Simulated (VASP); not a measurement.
The system is BeSe4.

```xyz
5
Lattice="5.2252 0.0000 0.0000 0.0000 5.2252 0.0000 0.0000 0.0000 4.1729" Properties=species:S:1:pos:R:3 pbc="T T T"
Be    2.6126    2.6126    2.0864
Se    0.0000    0.0000    2.0864
Se    0.0000    2.6126    0.0000
Se    2.6126    0.0000    0.0000
Se    2.6126    2.6126    0.0000
```

| Item | Value |
| --- | --- |
| Program | VASP 6.6.1 |
| Task | relaxation of cell and atoms |
| Functional | PBE |
| Potentials or basis | VASP PAW PBE potentials, release 64 (Be, Se) |
| Cutoff | 600 eV |
| k mesh | 8 × 8 × 10 |
| Occupations | gaussian, width 0.1 eV |
| Spin | no spin polarisation |

At the start: pressure 0.5 GPa; volume 22.79 Å³/atom.

**Question.** Where does the relaxation end?

**Answer.** Over 7 steps the energy falls by 17.4 meV/atom and the volume is 23.16 Å³/atom (+1.7 %); space group P4/mmm (No. 123, to 0.05 Å).

Step by step:
```tsv
step	energy change (eV)	largest force (eV/Å)	pressure (GPa)	volume (Å³)
1	0.0000	0.0000	0.51	113.93
2	-0.0607	0.0000	0.15	115.10
3	-0.0850	0.0000	-0.18	116.47
4	-0.0870	0.0000	-0.12	116.12
5	-0.0871	0.0000	-0.14	116.20
6	-0.0871	0.0000	-0.15	116.24
7	-0.0872	0.0000	0.04	115.81
```

Final structure:
```
Be Se
1.0
     5.36781    0.00000    0.00000
     0.00000    5.36781    0.00000
     0.00000    0.00000    4.01931
Be Se
1 4
Direct
  0.50000 0.50000 0.50000
  0.00000 0.00000 0.50000
  0.00000 0.50000 0.00000
  0.50000 0.00000 0.00000
  0.50000 0.50000 0.00000
```
